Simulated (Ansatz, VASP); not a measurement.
# Two plane-wave programs on Mg3CdS2

```
Mg Cd S
1.0
     3.15977    1.82430    5.00088
    -3.15977    1.82430    5.00088
     0.00000   -3.64859    5.00088
Mg Cd S
3 1 2
Direct
  0.00000 0.50000 0.50000
  0.50000 0.00000 0.50000
  0.50000 0.50000 0.00000
  0.50000 0.50000 0.50000
  0.77582 0.77582 0.77582
  0.22418 0.22418 0.22418
```

Change from the starting cell: species swapped into the Li2ZnCu3 type (R-3m, No. 166).

Alike in both runs: functional PBE; k mesh 12 × 12 × 12; occupations gaussian, width 0.1 eV; no spin polarisation.

Ansatz relaxed the structure, and its values are those at the end. VASP's run is a single point on that final structure, the one shown.

|  | VASP | Ansatz |
| --- | --- | --- |
| version | VASP 6.6.1 | Ansatz 0.2.0 |
| potentials or method | VASP PAW PBE potentials, release 64 (Mg, Cd, S), cutoff 520 eV | scalar-relativistic, plane waves, PAW |
| valence electrons in the cell | 30 | 62 |

```tsv
	VASP	Ansatz	Ansatz less VASP
gap on the k mesh at the Fermi level (eV)	none	none	-
pressure (GPa)	-0.1	0.0	+0.08
rms of the force components (eV/Å)	0.005	0.001	-0.0042
```

A gap of «none» marks a metal or a gap that the smearing closes. With one functional, cell and mesh, what is left measures potentials, basis and numerics. VASP's potentials hold 30 valence electrons a cell and Ansatz's 62, so a difference there can come from the potentials and not from the codes.
